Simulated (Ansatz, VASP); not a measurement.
One calculation of Sb, two programs

INCAR

```
PREC = Accurate
ENCUT = 520
EDIFF = 1E-6
ISMEAR = -1
SIGMA = 0.05
LREAL = False
LASPH = True
NELM = 60
ALGO = Normal
ISIF = 2
LWAVE = False
LCHARG = False
GGA = PE
NBANDS = 8
```

File KPOINTS:

```
Automatic mesh
0
Gamma
  19 19 19
```

Contents of POSCAR:

```
Sb
1.0
   -1.5050000000      1.5050000000      2.5544000000
    1.5050000000     -1.5050000000      2.5544000000
    1.5050000000      1.5050000000     -2.5544000000
Sb
1
Direct
    0.0000000000      0.0000000000      0.0000000000
```

Input for Ansatz:

```yaml
crystal:
  lattice:
    - [-1.505, 1.505, 2.5544]
    - [1.505, -1.505, 2.5544]
    - [1.505, 1.505, -2.5544]
  atoms:
    - { symbol: Sb, position: [0.0, 0.0, 0.0] }
kpoints:
  mp_grid: { grid: [19, 19, 19] }
  band_path:
    path:
      - [0.0, 0.0, 0.0]
      - [0.0, 0.0, 0.5]
      - [0.25, 0.25, 0.25]
      - [0.0, 0.5, 0.0]
      - [0.0, 0.0, 0.0]
      - [0.5, 0.5, -0.5]
      - [0.3367831076, 0.6632168924, -0.3367831076]
      - [-0.3367831076, 0.3367831076, 0.3367831076]
      - [0.0, 0.0, 0.0]
    npoints: 5
scf:
  occupations: { method: fermi_dirac, width: 0.05 }
hamiltonian:
  xc: pbe
  pseudopotentials: { kind: all_electron, lapw: { basis_error: 0.00025 } }
output:
  forces: true
  stress: true
  eigenvalues: true
```

Change from the starting cell: zz strain of +3 %.

Alike in both runs: task single point; functional PBE; k mesh 19 × 19 × 19; occupations fermi-dirac, width 0.05 eV; no spin polarisation.

```csv
,VASP,Ansatz
version,VASP 6.6.1,Ansatz 0.2.0
potentials or method,"VASP PAW PBE potentials, release 64 (Sb), cutoff 520 eV","all-electron LAPW, scalar-relativistic"
```

Ansatz gave:

```
pressure (GPa)                                                : 15.8
traceless stress, the component that is largest in VASP (GPa) : -1.56
```

Question: Which values does VASP return?

Answer: Pressure (GPa): 15.8; traceless stress, the component that is largest in VASP (GPa): -1.65.

Ansatz ran all-electron here, and VASP with PAW potentials.

Spin-orbit coupling is off throughout.
